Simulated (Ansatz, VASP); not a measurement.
# BeTe in VASP and in Ansatz

INCAR

```
SYSTEM = BeTe
  PREC = Accurate
  ENCUT = 520
  EDIFF = 1E-7
  ISMEAR = -1
  SIGMA = 0.1
  LREAL = .False.
  LASPH = .True.
  NELM = 60
  ALGO = Normal
  ISIF = 2
  LWAVE = .False.
  LCHARG = .False.
  GGA = PE
  NBANDS = 11
```

File KPOINTS:

```
regular mesh
0
Gamma
  13 13 13
  0 0 0
```

File POSCAR:

```
BeTe
1.0
    0.0000000000      2.0868334629      2.0868334629
    2.0868334629      0.0000000000      2.0868334629
    2.0868334629      2.0868334629      0.0000000000
Be Te
1 1
Direct
    0.0000000000      0.0000000000      0.0000000000
    0.2500000000      0.2500000000      0.2500000000
```

Input for Ansatz:

```yaml
crystal:
  lattice:
    - [0.0, 2.0868334629, 2.0868334629]
    - [2.0868334629, 0.0, 2.0868334629]
    - [2.0868334629, 2.0868334629, 0.0]
  atoms:
    - { symbol: Be, position: [0.0, 0.0, 0.0] }
    - { symbol: Te, position: [0.25, 0.25, 0.25] }
kpoints:
  mp_grid: { grid: [13, 13, 13] }
scf:
  occupations: { method: fermi_dirac, width: 0.1 }
hamiltonian:
  xc: pbe
  pseudopotentials: { kind: all_electron, datasets: crystal }
output:
  forces: true
  stress: true
  eigenvalues: true
```

Change from the starting cell: volume scaled by 0.4, crystal datasets.

Alike in both runs: task single point; functional PBE; k mesh 13 × 13 × 13; occupations fermi-dirac, width 0.1 eV; no spin polarisation.

|  | VASP | Ansatz |
| --- | --- | --- |
| version | VASP 6.6.1 | Ansatz 0.2.0 |
| potentials or method | VASP PAW PBE potentials, release 64 (Be, Te), cutoff 520 eV | all-electron PAW with datasets made for the crystal, scalar-relativistic |

|  | VASP | Ansatz | Ansatz less VASP |
| --- | --- | --- | --- |
| pressure (GPa) | 310.6 | 307.8 | -2.83 |

Both programs put the cell under a high pressure, so it lies far from rest at this level. Ansatz ran all-electron here, and VASP with PAW potentials.

Spin-orbit coupling is off throughout. Noted on VASP's run: the cell as given lies far from equilibrium.
